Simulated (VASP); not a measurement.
## MgS: single point with PBE

MgS:

```
CELL_PARAMETERS angstrom
0.00000 2.94411 2.65687
2.94411 0.00000 2.65687
2.94411 2.94411 0.00000
ATOMIC_POSITIONS crystal
Mg 0.00000 0.00000 0.00000
S 0.25000 0.25000 0.25000
```

This cell differs from its parent crystal: epitaxial xy strain +4.0%.

```
Program             : VASP 6.6.1
Task                : single point
Functional          : PBE
Potentials or basis : VASP PAW PBE potentials, release 64 (Mg, S)
Cutoff              : 520 eV
k mesh              : 8 × 8 × 8
Occupations         : fermi-dirac, width 0.02 eV
Spin                : no spin polarisation
```

```yaml
Pressure: -0.2 GPa
Band_gap_on_the_k_mesh: 3.19 eV, direct
```

Stress tensor (GPa, compression positive):
```
-0.78  0.00  0.00
 0.00 -0.78  0.00
 0.00  0.00  0.82
```

Levels at points of the mesh, in eV from the valence-band top:
```csv
k point,band 2,band 3,band 4,band 5,band 6,band 7
"(0.00, 0.00, 0.00)",-0.21,-0.21,0.00,3.19,7.77,7.77
"(0.50, 0.00, 0.00)",-3.22,-0.70,-0.25,4.78,7.00,8.13
"(0.50, 0.50, 0.00)",-2.59,-1.46,-1.46,3.65,4.97,11.58
"(0.50, 0.00, 0.50)",-3.07,-1.02,-0.97,3.84,5.74,10.37
```

It took 12 s on 1 thread of Intel(R) Xeon(R) 6975P-C (Granite Rapids), with other jobs on the host, peak memory 0.18 GiB.

Caveat: the cell differs from its parent crystal (epitaxial xy strain +4.0%). A k mesh can miss the band edges.
